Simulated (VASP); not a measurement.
The system is BP.

```
CELL_PARAMETERS angstrom
0.00000 2.23833 2.23833
2.23833 0.00000 2.23833
2.23833 2.23833 0.00000
ATOMIC_POSITIONS crystal
P 0.75000 0.75000 0.75000
B 0.00000 0.00000 0.00000
```

Base run:

| Quantity | Value |
| --- | --- |
| Program | VASP 6.6.1 |
| Functional | b88 exchange, pbe correlation |
| Potentials or basis | VASP PAW PBE potentials, release 64 (P, B) |
| Cutoff | 500 eV |
| k mesh | 10 × 10 × 10 |
| Occupations | fermi-dirac, width 0.05 eV |
| Spin | no spin polarisation |

Its results: band gap on the k mesh 1.19 eV (least direct gap 3.48 eV); pressure 8.5 GPa.

**Question.** The run is repeated on the same cell with these changes: functional from b88 exchange, pbe correlation to PBE0; cutoff from 500 eV to 520 eV; k mesh from 10 × 10 × 10 to 5 × 5 × 5. What comes out?

**Answer.** Band gap on the k mesh 2.67 eV (least direct gap 5.15 eV); pressure 5.4 GPa.

Several settings changed at once.

Caveats: some runs use coarse meshes; the PAW data sets were made with another functional, which shifts forces and pressure a little; the cell stands under pressure (at least some runs); an odd mesh through Γ misses points on the zone boundary, where band edges can lie (at least some runs).
